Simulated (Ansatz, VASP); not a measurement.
Two plane-wave programs on Ir

```xyz
2
Lattice="2.7142 0.0000 0.0000 -1.3571 2.3505 0.0000 0.0000 0.0000 4.4214" Properties=species:S:1:pos:R:3 pbc="T T T"
Ir    1.3571    0.7835    3.3160
Ir    0.0000    1.5670    1.1053
```

Alike in both runs: functional PBEsol; k mesh 12 × 12 × 7; occupations fermi-dirac, width 0.01 eV; no spin polarisation.

Ansatz relaxed the structure, and its values are those at the end. VASP's run is a single point on that final structure, the one shown.

|  | VASP | Ansatz |
| --- | --- | --- |
| version | VASP 6.6.1 | Ansatz 0.2.0 |
| potentials or method | VASP PAW PBE potentials, release 64 (Ir_sv_GW), cutoff 500 eV | plane waves, PAW |
| valence electrons in the cell | 34 | 34 |

Ansatz gave:

- pressure (GPa): 0.0

Q: What did VASP give for the same quantities?

A: Pressure (GPa): -3.2.

VASP's potentials were made for PBE, not for PBEsol. Ansatz's warnings: stress scf threshold loose.

Spin-orbit coupling is off throughout.
